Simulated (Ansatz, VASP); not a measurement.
**Al3Cu2: VASP beside Ansatz**

```
Al Cu
1.0
     3.93464    0.00000    0.00000
    -1.96732    3.40750    0.00000
     0.00000    0.00000    5.38067
Al Cu
3 2
Direct
  0.00000 0.00000 0.00000
  0.33333 0.66667 0.35151
  0.66667 0.33333 0.64849
  0.33333 0.66667 0.84229
  0.66667 0.33333 0.15771
```

Change from the starting cell: strain -0.040 along x and y, +0.080 along z, atoms carried along.

Alike in both runs: task single point; functional PBEsol; k mesh 12 × 12 × 10; occupations gaussian, width 0.15 eV; no spin polarisation.

|  | VASP | Ansatz |
| --- | --- | --- |
| version | VASP 6.6.1 | Ansatz 0.2.0 |
| potentials or method | VASP PAW PBE potentials, release 64 (Al, Cu), cutoff 520 eV | scalar-relativistic, plane waves, PAW |
| valence electrons in the cell | 31 | 47 |

```csv
,VASP,Ansatz,Ansatz less VASP
gap on the k mesh at the Fermi level (eV),none,none,-
pressure (GPa),2.8,2.5,-0.33
"traceless stress, the component that is largest in VASP (GPa)",-10.99,-11.04,-0.048
rms of the force components (eV/Å),0.101,0.102,+0.0012
```

VASP's potentials were made for PBE, not for PBEsol. Atom by atom the forces differ by 0.003 eV/Å (rms over components). A gap of «none» marks a metal or a gap that the smearing closes. The functional is the same, so the differences come from potentials, cutoffs and numerics. VASP's potentials hold 31 valence electrons a cell and Ansatz's 47, so a difference there can come from the potentials and not from the codes.
